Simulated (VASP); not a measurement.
The system is Li3F.

```
Li F
1.0
     4.20407    0.00000    0.00000
    -2.10204    3.64083    0.00000
     0.00000    0.00000    3.39801
Li F
3 1
Direct
  0.66667 0.00000 0.00000
  0.33333 0.33333 0.00000
  0.00000 0.66667 0.00000
  0.00000 0.00000 0.12500
```

| Property | Result |
| --- | --- |
| Program | VASP 6.6.1 |
| Task | relaxation of cell and atoms |
| Functional | PBE |
| Potentials or basis | VASP PAW PBE potentials, release 64 (Li_sv, F) |
| Cutoff | 600 eV |
| k mesh | 6 × 6 × 6 |
| Occupations | gaussian, width 0.1 eV |
| Spin | no spin polarisation |

At the start: pressure 28.3 GPa; volume 13.00 Å³/atom.

**Question.** Where does the relaxation end?

**Answer.** Over 33 steps the energy falls by 770.0 meV/atom and the volume is 14.38 Å³/atom (+10.6 %); space group P-62m (No. 189, to 0.05 Å).

Step by step:
```tsv
step	energy change (eV)	largest force (eV/Å)	pressure (GPa)	volume (Å³)
1	0.0000	3.4965	28.25	52.01
2	-2.1097	1.1901	-0.98	70.63
3	-2.1461	0.9477	1.95	66.27
4	-2.1491	1.0622	0.75	67.89
5	-2.4145	0.9138	-0.60	69.67
6	-2.6436	0.6533	-2.83	72.31
7	-2.6587	0.5821	-3.50	72.99
8	-2.7763	0.1270	-0.35	68.22
9	-2.7769	0.1551	-0.09	67.90
10	-2.7800	0.1643	-0.11	67.63
11	-2.7882	0.1908	-0.18	66.84
12	-2.7980	0.2468	-0.30	65.23
13	-2.7817	0.4032	-0.40	61.96
14	-2.7967	0.2846	-0.31	64.43
15	-2.7979	0.2888	-0.28	64.32
16	-2.8014	0.3041	-0.21	64.00
17	-2.8087	0.3357	-0.14	63.35
18	-2.8244	0.3913	0.11	62.07
19	-2.8589	0.4992	0.56	59.54
20	-2.9027	0.5544	2.11	54.61
21	-2.9097	0.5239	2.23	54.31
22	-2.9225	0.3983	2.70	53.44
23	-2.9233	0.3217	3.02	53.04
24	-2.9381	0.2958	2.88	53.15
25	-2.9776	0.2214	2.54	53.50
26	-3.0341	0.0757	2.04	54.19
27	-3.0656	0.1816	1.44	55.52
28	-3.0671	0.1484	1.51	55.32
29	-3.0717	0.1266	1.10	55.79
30	-3.0781	0.0737	0.04	57.21
31	-3.0781	0.0697	-0.06	57.35
32	-3.0789	0.0610	-0.06	57.39
33	-3.0801	0.0355	-0.05	57.53
```

Final structure:
```
Li F
1.0
     5.01529    0.00000    0.00000
    -2.50764    4.34337    0.00000
     0.00000    0.00000    2.64120
Li F
3 1
Direct
  0.69983 0.00000 0.90458
  0.30017 0.30017 0.90458
  0.00000 0.69983 0.90458
  0.00000 0.00000 0.41126
```

Caveat: the cutoff is under 1.25 times the usual one of these potentials, so pressure, stress and relaxed cells hold a basis-set (Pulay) error.
